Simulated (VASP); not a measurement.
# Ta (Im-3m) in VASP: a series of runs

The runs below take Ta through single point, with PBE0, r2SCAN, HSE06.

Program: VASP 6.6.1. These are calculated values, not measurements. Logs are shortened: lines on timing, memory, paths and dates and some standing lists are left out, and cuts for length are marked.

### 1 The cell of the first run

Symmetry: Im-3m, No. 229, cubic system. The conventional cell has a = 3.303 Å, b = 3.303 Å, c = 3.303 Å, α = 90.00°, β = 90.00°, γ = 90.00°. Ta (site symmetry m-3m) has 14 Ta at 2.86 to 3.30 Å within 3.8 Å.

### 2 Single point, PBE0

Input file POSCAR:

```
Ta
1.0
   -1.6512800000      1.6512800000      1.6512800000
    1.6512800000     -1.6512800000      1.6512800000
    1.6512800000      1.6512800000     -1.6512800000
Ta
1
Direct
    0.0000000000      0.0000000000      0.0000000000
```

Input file INCAR.step1:

```
SYSTEM = Ta
PREC     = Accurate       ! precision mode
ENCUT    = 400            ! plane-wave cutoff, eV
EDIFF    = 1E-5           ! SCF threshold, eV
ISMEAR   = -1             ! smearing method
SIGMA    = 0.05           ! smearing width, eV
LREAL    = .False.        ! projectors in reciprocal space
LASPH    = .True.         ! aspherical terms in the spheres
NELM     = 120            ! most SCF steps
ALGO     = Normal         ! electronic algorithm
ISIF     = 2              ! what is computed and relaxed
LWAVE    = .True.         ! write WAVECAR
LCHARG   = .False.        ! write CHGCAR
GGA      = PE             ! functional
NBANDS   = 12             ! bands
GGA_COMPAT= .False.
```

Input file INCAR.step2:

```
SYSTEM = Ta
PREC     = Accurate       ! precision mode
ENCUT    = 400            ! plane-wave cutoff, eV
EDIFF    = 1E-6           ! SCF threshold, eV
ISMEAR   = -1             ! smearing method
SIGMA    = 0.05           ! smearing width, eV
LREAL    = .False.        ! projectors in reciprocal space
LASPH    = .True.         ! aspherical terms in the spheres
NELM     = 120            ! most SCF steps
ALGO     = Normal         ! electronic algorithm
ISIF     = 2              ! what is computed and relaxed
LWAVE    = .False.        ! write WAVECAR
LCHARG   = .False.        ! write CHGCAR
GGA      = PE             ! functional
LHFCALC  = .True.         ! exact exchange
AEXX     = 0.25           ! exact-exchange fraction
PRECFOCK = Normal       
ISTART   = 1            
NBANDS   = 12             ! bands
GGA_COMPAT= .False.
```

Input file KPOINTS:

```
Automatic mesh
0
Gamma
  6 6 6
  0 0 0
```

Potentials or basis: VASP PAW PBE potentials, release 64 (Ta_sv_GW).

Command:

```
cat potpaw_PBE.64/Ta_sv_GW/POTCAR > POTCAR
cp INCAR.step1 INCAR
mpirun -np 1 vasp_std > vasp.out
cp INCAR.step2 INCAR
mpirun -np 1 vasp_std > vasp.out
```

OUTCAR:

```text
SYSTEM = Ta
   PREC = Accurate
   ENCUT = 400
   EDIFF = 1E-6
   ISMEAR = -1
   LREAL = .False.
   LASPH = .True.
   NELM = 120
   ISIF = 2
   GGA = PE
   LHFCALC = .True.
   AEXX = 0.25
   PRECFOCK = Normal
   ISTART = 1

 ion  position               nearest neighbor table
   1  0.000  0.000  0.000-

  LATTYP: Found a body centered cubic cell.
 ALAT       =     3.3025600000

  Lattice vectors:

 A1 = (  -1.6512800000,   1.6512800000,   1.6512800000)
 A2 = (   1.6512800000,  -1.6512800000,   1.6512800000)
 A3 = (   1.6512800000,   1.6512800000,  -1.6512800000)

Analysis of symmetry for initial positions (statically):
=====================================================================
 Subroutine PRICEL returns:
 Original cell was already a primitive cell.

 Routine SETGRP: Setting up the symmetry group for a
 body centered cubic supercell.

 Subroutine GETGRP returns: Found 48 space group operations
 (whereof 48 operations were pure point group operations)
 out of a pool of 48 trial point group operations.

The static configuration has the point symmetry O_h .

Analysis of symmetry for dynamics (positions and initial velocities):
=====================================================================
 Subroutine PRICEL returns:
 Original cell was already a primitive cell.

 Routine SETGRP: Setting up the symmetry group for a
 body centered cubic supercell.

 Subroutine GETGRP returns: Found 48 space group operations
 (whereof 48 operations were pure point group operations)
 out of a pool of 48 trial point group operations.

The dynamic configuration has the point symmetry O_h .

 Subroutine INISYM returns: Found 48 space group operations
 (whereof 48 operations are pure point group operations),
 and found     1 'primitive' translations

----------------------------------------------------------------------------------------

                                     Primitive cell

  volume of cell :      18.0104

  direct lattice vectors                    reciprocal lattice vectors
    -1.651280000  1.651280000  1.651280000     0.000000000  0.302795407  0.302795407
     1.651280000 -1.651280000  1.651280000     0.302795407  0.000000000  0.302795407
     1.651280000  1.651280000 -1.651280000     0.302795407  0.302795407  0.000000000

  length of vectors
     2.860100858  2.860100858  2.860100858     0.428217371  0.428217371  0.428217371

  position of ions in fractional coordinates (direct lattice)
     0.000000000  0.000000000  0.000000000

  ion indices of the primitive-cell ions
   primitive index   ion index
                 1           1

----------------------------------------------------------------------------------------

 KPOINTS: Automatic mesh

Automatic generation of k-mesh.
 Grid dimensions read from file:
 generate k-points for:    6    6    6

 Generating k-lattice:

  Cartesian coordinates                     Fractional coordinates (reciprocal lattice)
     0.000000000  0.050465901  0.050465901     0.166666667  0.000000000  0.000000000
     0.050465901  0.000000000  0.050465901     0.000000000  0.166666667  0.000000000
     0.050465901  0.050465901  0.000000000     0.000000000  0.000000000  0.166666667

  Length of vectors
     0.071369562  0.071369562  0.071369562

  Shift w.r.t. Gamma in fractional coordinates (k-lattice)
     0.000000000  0.000000000  0.000000000

 Subroutine IBZKPT returns following result:
 ===========================================

 Found     16 irreducible k-points:

 Following reciprocal coordinates:
            Coordinates               Weight
  0.000000  0.000000  0.000000      1.000000
  0.166667  0.000000  0.000000     12.000000
  0.333333  0.000000  0.000000     12.000000
  0.500000  0.000000  0.000000      6.000000
  0.166667  0.166667  0.000000     24.000000
  0.333333  0.166667  0.000000     48.000000
[... 8 lines left out ...]
  0.500000  0.500000  0.333333     12.000000
  0.500000  0.500000  0.500000      1.000000
   k-points           NKPTS =     16   k-points in BZ     NKDIM =    216   number of bands    NBANDS=     12
   number of dos      NEDOS =    301   number of ions     NIONS =      1
   total plane-waves  NPLWV =   8000
   dimension x,y,z NGX =    20 NGY =   20 NGZ =   20
   dimension x,y,z NGXF=    40 NGYF=   40 NGZF=   40
   ions per type =               1
   NGX,Y,Z   is equivalent  to a cutoff of  11.63, 11.63, 11.63 a.u.
   NGXF,Y,Z  is equivalent  to a cutoff of  23.25, 23.25, 23.25 a.u.
 SYSTEM =  Ta
   PREC   = accura    normal or accurate (medium, high low for compatibility)
   ISTART =      1    job   : 0-new  1-cont  2-samecut
   ICHARG =      0    charge: 1-file 2-atom 10-const
   ISPIN  =      1    spin polarized calculation?
   LNONCOLLINEAR =      F non collinear calculations
   LSORBIT =      F    spin-orbit coupling
   LASPH  =      T    aspherical Exc in radial PAW
   ENCUT  =  400.0 eV  29.40 Ry    5.42 a.u.   4.66  4.66  4.66*2*pi/ulx,y,z
[... 26 lines left out ...]
   GGA     = PE    functional components
   LHFCALC =     T    Hartree Fock is set to
   PRECFOCK=normal    Normal, Fast or Accurate (Low or Medium for compatibility)
   ENCUT4O =  -1.0   cutoff for four orbital integrals eV
   NKREDX  =     1    reduce k-point grid by
   NKREDY  =     1    reduce k-point grid by
   NKREDZ  =     1    reduce k-point grid by
   AEXX    =    0.2500 exact exchange contribution
   HFSCREEN=    0.0000 screening length (either q_TF or 0.3 A-1)
   HFSCREENC=   0.0000 screening length for correlation (either q_TF or 0.3 A-1)
   ENCUTFOCK=  -1.0 apply spherical cutoff to Coloumb kernel
   IVDW    =     0    specifies the selected vdW correction
   LEPSILON=     F    determine dielectric tensor
   LRPA    =     F    only Hartree local field effects (RPA)
 non-spin polarized calculation
  energy-cutoff  :      400.00
  volume of cell :       18.01
 maximum number of plane-waves:       370
 NGX is ok and might be reduce to    20
  NGX = 14; NGY = 14; NGZ = 14

 number of electron      13.0000005 magnetization

 Free energy of the ion-electron system (eV)
  ---------------------------------------------------
  ext. energy  EPLUGINS =         0.00000000
  ---------------------------------------------------
  free energy    TOTEN  =       -16.66786208 eV

  energy without entropy =      -16.66040368  energy(sigma->0) =      -16.66413288

 E-fermi :  10.0473     XC(G=0): -10.2208

 val. band max:       10.0216432554   @ k =  -0.3333   0.5000   0.1667
 cond. band min:      10.4351600135   @ k =   0.3333   0.0000   0.0000
 fundamental gap:      0.4135167581
 Fermi energy:        10.0473331410

 k-point     1 :       0.0000    0.0000    0.0000
  band No.  band energies     occupation
      1     -61.2644      2.00000
      2     -25.6060      2.00000
      3     -25.6060      2.00000
      4     -25.6060      2.00000
      5       0.8146      2.00000
      6      11.8893      0.00000
      7      11.8893      0.00000
      8      11.8893      0.00000
      9      15.5276      0.00000
     10      15.5276      0.00000
     11      26.2005      0.00000
     12      26.2005      0.00000

 k-point     2 :       0.1667    0.0000    0.0000
  band No.  band energies     occupation
      1     -61.2326      2.00000
      2     -25.9624      2.00000
      3     -25.7127      2.00000
      4     -25.6097      2.00000
      5       2.1107      2.00000
      6      10.9172      0.00000
      7      11.2658      0.00000
      8      13.1407      0.00000
      9      14.7376      0.00000
     10      15.5165      0.00000
     11      27.0028      0.00000
     12      28.3299      0.00000

 k-point     3 :       0.3333    0.0000    0.0000
  band No.  band energies     occupation
      1     -61.1642      2.00000
      2     -26.6268      2.00000
      3     -25.9185      2.00000
      4     -25.6129      2.00000
      5       4.4424      2.00000
      6       8.8070      2.00000
      7      10.4352      0.00086
      8      15.2185      0.00000
      9      15.9034      0.00000
     10      16.5100      0.00000
     11      25.0541      0.00000
     12      26.2229      0.00000
[... 166 lines left out ...]
 k-point    15 :       0.5000    0.5000    0.3333
  band No.  band energies     occupation
      1     -61.0557      2.00000
      2     -26.6137      2.00000
      3     -26.3862      2.00000
      4     -26.2934      2.00000
      5       6.2193      2.00000
      6       6.4862      2.00000
      7      14.0881      0.00000
      8      14.1178      0.00000
      9      18.6231      0.00000
     10      19.8955      0.00000
     11      22.0127      0.00000
     12      23.9067      0.00000

 k-point    16 :       0.5000    0.5000    0.5000
  band No.  band energies     occupation
      1     -61.0379      2.00000
      2     -26.5036      2.00000
      3     -26.5036      2.00000
      4     -26.5036      2.00000
      5       5.5071      2.00000
      6       5.5071      2.00000
      7      18.3846      0.00000
      8      18.3846      0.00000
      9      18.3846      0.00000
     10      20.0288      0.00000
     11      20.0288      0.00000
     12      20.0288      0.00000

------------------------ aborting loop because EDIFF is reached ----------------------------------------

  FORCE on cell =-STRESS in cart. coord.  units (eV):
  Direction    XX          YY          ZZ          XY          YZ          ZX
  --------------------------------------------------------------------------------------
  -------------------------------------------------------------------------------------
  Total        0.0445410      0.0445410      0.0445410     -0.0000000     -0.0000000     -0.0000000
  in kB        3.9623063      3.9623063      3.9623063     -0.0000000     -0.0000000     -0.0000000
  external PRESSURE =       3.9623063 kB  Pullay stress =       0.0000000 kB

 VOLUME and BASIS-vectors are now :
 -----------------------------------------------------------------------------
  energy-cutoff  :      400.00
  volume of cell :       18.01
      direct lattice vectors                 reciprocal lattice vectors
    -1.651280000  1.651280000  1.651280000     0.000000000  0.302795407  0.302795407
     1.651280000 -1.651280000  1.651280000     0.302795407  0.000000000  0.302795407
     1.651280000  1.651280000 -1.651280000     0.302795407  0.302795407  0.000000000

 POSITION                                       TOTAL-FORCE (eV/Angst)
 -----------------------------------------------------------------------------------
      0.00000      0.00000      0.00000         0.000000      0.000000     -0.000000
 -----------------------------------------------------------------------------------
    total drift:                               -0.000000     -0.000000     -0.000000

  FREE ENERGIE OF THE ION-ELECTRON SYSTEM (eV)
  ---------------------------------------------------
  free  energy   TOTEN  =       -16.6678620778 eV

  energy  without entropy=      -16.6604036830  energy(sigma->0) =      -16.66413288
```

Run time: 3.7 min. Hardware: 1 thread of Intel Xeon Platinum 8488C (Sapphire Rapids), shared host; peak memory 0.13 GiB.

Results:

| Property | Result |
| --- | --- |
| Free energy | -16.6679 eV |
| Pressure | 0.4 GPa |
| Band gap on the k mesh | zero (an odd number of electrons rules out a gap without spin polarisation) |

Caveat: the k points lie up to 0.45 Å⁻¹ apart, too coarse for converged energies and pressures of a metal; the PAW data sets were made with another functional, which shifts forces and pressure a little; spin-orbit coupling is left out, which moves the levels of the heavy elements.

### 3 Single point, r2SCAN

This run uses another cell than the first one, of 18.37 Å³/atom.

Input file POSCAR:

```
Ta
1.0
   -1.6622159478      1.6622159478      1.6622159478
    1.6622159478     -1.6622159478      1.6622159478
    1.6622159478      1.6622159478     -1.6622159478
Ta
1
Direct
    0.0000000000      0.0000000000      0.0000000000
```

Input file INCAR.step1:

```
SYSTEM = Ta
PREC = Accurate
ENCUT = 550
ISMEAR = -1
SIGMA = 0.05
LREAL = .False.
LASPH = .True.
NELM = 120
NBANDS = 12
GGA = PE
ALGO = Normal
EDIFF = 1E-5
LWAVE = .True.
LCHARG = .False.
GGA_COMPAT = .False.
```

Input file INCAR.step2:

```
SYSTEM = Ta
PREC = Accurate
ENCUT = 550
EDIFF = 1E-6
ISMEAR = -1
SIGMA = 0.05
LREAL = .False.
LASPH = .True.
NELM = 120
ALGO = Normal
ISIF = 2
LWAVE = .False.
LCHARG = .False.
METAGGA = R2SCAN
LMIXTAU = .True.
NBANDS = 12
ISTART = 1
GGA_COMPAT = .False.
```

Input file KPOINTS:

```
regular mesh
0
Gamma
  11 11 11
  0 0 0
```

Potentials or basis: VASP PAW PBE potentials, release 64 (Ta_sv_GW).

Command:

```
cat potpaw_PBE.64/Ta_sv_GW/POTCAR > POTCAR
cp INCAR.step1 INCAR
mpirun -np 1 vasp_std > vasp.out
cp INCAR.step2 INCAR
mpirun -np 1 vasp_std > vasp.out
```

Wall time 71 s (1 thread of Intel Xeon Platinum 8259CL at 2.50GHz (Skylake/Cascade Lake), shared host); peak memory 0.16 GiB.

It converged, with:

```
Free energy            : -51.0835 eV
Pressure               : -4.7 GPa
Band gap on the k mesh : zero (an odd number of electrons rules out a gap without spin polarisation)
```

Levels at points of the mesh, in eV from the Fermi level:
| k point | band 2 | band 3 | band 4 | band 5 | band 6 | band 7 | band 8 | band 9 | band 10 | band 11 |
| --- | --- | --- | --- | --- | --- | --- | --- | --- | --- | --- |
| (0.00, 0.00, 0.00) | -34.29 | -34.29 | -34.29 | -8.22 | 0.87 | 0.87 | 0.87 | 4.28 | 4.28 | 15.21 |

Caveat: the cell stands under tension; the PAW data sets were made with another functional, which shifts forces and pressure a little; spin-orbit coupling is left out, which moves the levels of the heavy elements.

### 4 Single point, r2SCAN

Input file POSCAR:

```
Ta
1.0
   -1.6512800000      1.6512800000      1.6512800000
    1.6512800000     -1.6512800000      1.6512800000
    1.6512800000      1.6512800000     -1.6512800000
Ta
1
Direct
    0.0000000000      0.0000000000      0.0000000000
```

Input file INCAR.step1:

```
SYSTEM = Ta
  PREC = Accurate
  ENCUT = 550
  ISMEAR = -1
  SIGMA = 0.05
  LREAL = .False.
  LASPH = .True.
  NELM = 120
  NBANDS = 12
  GGA = PE
  ALGO = Normal
  EDIFF = 1E-5
  LWAVE = .True.
  LCHARG = .False.
  GGA_COMPAT = .False.
```

Input file INCAR.step2:

```
SYSTEM = Ta
  PREC = Accurate
  ENCUT = 550
  EDIFF = 1E-6
  ISMEAR = -1
  SIGMA = 0.05
  LREAL = .False.
  LASPH = .True.
  NELM = 120
  ALGO = Normal
  ISIF = 2
  LWAVE = .False.
  LCHARG = .True.
  METAGGA = R2SCAN
  LMIXTAU = .True.
  LELF = .True.
  LVHAR = .True.
  NBANDS = 12
  ISTART = 1
  GGA_COMPAT = .False.
```

KPOINTS is that of step 3.

Command:

```
cat potpaw_PBE.64/Ta_sv_GW/POTCAR > POTCAR
cp INCAR.step1 INCAR
mpirun -np 1 vasp_std > vasp.out
cp INCAR.step2 INCAR
mpirun -np 1 vasp_std > vasp.out
```

Wall time 52 s (1 thread of Intel Xeon Platinum 8259CL at 2.50GHz (Skylake/Cascade Lake), shared host); peak memory 0.16 GiB.

The run converged. Its results:

* Free energy: -51.0887 eV
* Pressure: -0.9 GPa
* Band gap on the k mesh: zero (an odd number of electrons rules out a gap without spin polarisation)

Levels at points of the mesh, in eV from the Fermi level:
```
           k point  band 2  band 3  band 4  band 5  band 6  band 7  band 8  band 9  band 10  band 11
(0.00, 0.00, 0.00)  -34.21  -34.21  -34.21   -8.30    0.87    0.87    0.87    4.35     4.35    15.29
```

Caveat: the PAW data sets were made with another functional, which shifts forces and pressure a little; spin-orbit coupling is left out, which moves the levels of the heavy elements.

### 5 Single point, HSE06

This run uses another cell than the first one, of 17.29 Å³/atom.

Input file POSCAR:

```
Ta
1.0
   -1.6289626696      1.6289626696      1.6289626696
    1.6289626696     -1.6289626696      1.6289626696
    1.6289626696      1.6289626696     -1.6289626696
Ta
1
Direct
    0.0000000000      0.0000000000      0.0000000000
```

Input file INCAR.step1:

```
SYSTEM = Ta
  ALGO = Normal
  EDIFF = 1E-5
  ENCUT = 400
  GGA = PE
  GGA_COMPAT = .False.
  ISIF = 2
  ISMEAR = -1
  LASPH = .True.
  LCHARG = .False.
  LREAL = .False.
  LWAVE = .True.
  NBANDS = 12
  NELM = 120
  PREC = Accurate
  SIGMA = 0.05
```

Input file INCAR.step2:

```
SYSTEM = Ta
  ALGO = Normal
  EDIFF = 1E-6
  ENCUT = 400
  GGA = PE
  GGA_COMPAT = .False.
  HFSCREEN = 0.2079
  ISIF = 2
  ISMEAR = -1
  ISTART = 1
  LASPH = .True.
  LCHARG = .False.
  LHFCALC = .True.
  LREAL = .False.
  LWAVE = .False.
  NBANDS = 12
  NELM = 120
  PREC = Accurate
  PRECFOCK = Normal
  SIGMA = 0.05
```

Input file KPOINTS:

```
k-points
0
Gamma
  6 6 6
  0 0 0
```

Command:

```
cat potpaw_PBE.64/Ta_sv_GW/POTCAR > POTCAR
cp INCAR.step1 INCAR
mpirun -np 1 vasp_std > vasp.out
cp INCAR.step2 INCAR
mpirun -np 1 vasp_std > vasp.out
```

Wall time 8.1 min (1 thread of Intel Xeon Platinum 8259CL at 2.50GHz (Skylake/Cascade Lake), shared host); peak memory 0.23 GiB.

It converged, with:

| Property | Result |
| --- | --- |
| Free energy | -15.6432 eV |
| Pressure | 9.0 GPa |
| Band gap on the k mesh | zero (an odd number of electrons rules out a gap without spin polarisation) |

Levels at points of the mesh, in eV from the Fermi level:
```csv
k point,band 3,band 4,band 5,band 6,band 7,band 8,band 9,band 10
"(0.00, 0.00, 0.00)",-35.18,-35.18,-9.06,1.31,1.31,1.31,5.10,5.10
"(0.50, 0.00, 0.00)",-35.65,-35.19,-5.10,-1.78,1.78,4.97,6.08,9.25
"(0.50, 0.50, 0.50)",-36.19,-36.19,-4.52,-4.52,8.15,8.15,8.15,9.87
```

Caveat: the k points lie up to 0.45 Å⁻¹ apart, too coarse for converged energies and pressures of a metal; the PAW data sets were made with another functional, which shifts forces and pressure a little; spin-orbit coupling is left out, which moves the levels of the heavy elements.

### 6 Summary

| level | cell | k mesh | cutoff (eV) | grid for exact exchange (PRECFOCK) | share of exact exchange | screening parameter | gap on the mesh (eV) | pressure (GPa) |
| --- | --- | --- | --- | --- | --- | --- | --- | --- |
| PBE0 | a = 2.860 Å, angles 109.5°, 1 atom | 6 × 6 × 6 | 400 | Normal | 0.25 | - | none | 0.4 |
| r2SCAN | a = 2.879 Å, angles 109.5°, 1 atom | 11 × 11 × 11 | 550 | - | - | - | none | -4.7 |
| r2SCAN | a = 2.860 Å, angles 109.5°, 1 atom | 11 × 11 × 11 | 550 | - | - | - | none | -0.9 |
| HSE06 | a = 2.821 Å, angles 109.5°, 1 atom | 6 × 6 × 6 | 400 | Normal | 0.25 | 0.2079 1/Å | none | 9.0 |

Alike in all rows: task single point; potentials or basis VASP PAW PBE potentials, release 64 (Ta_sv_GW); no spin polarisation; smearing fermi-dirac 0.05 eV.

Caveats: some runs use coarse meshes; the PAW data sets were made with another functional, which shifts forces and pressure a little; spin-orbit coupling is left out, which moves the levels of the heavy elements; the cell stands under tension (at least some runs).

Absolute energies hang on the potentials; compare differences alone.

The gap in the log of VASP goes by the Fermi energy; the results here count the filled bands.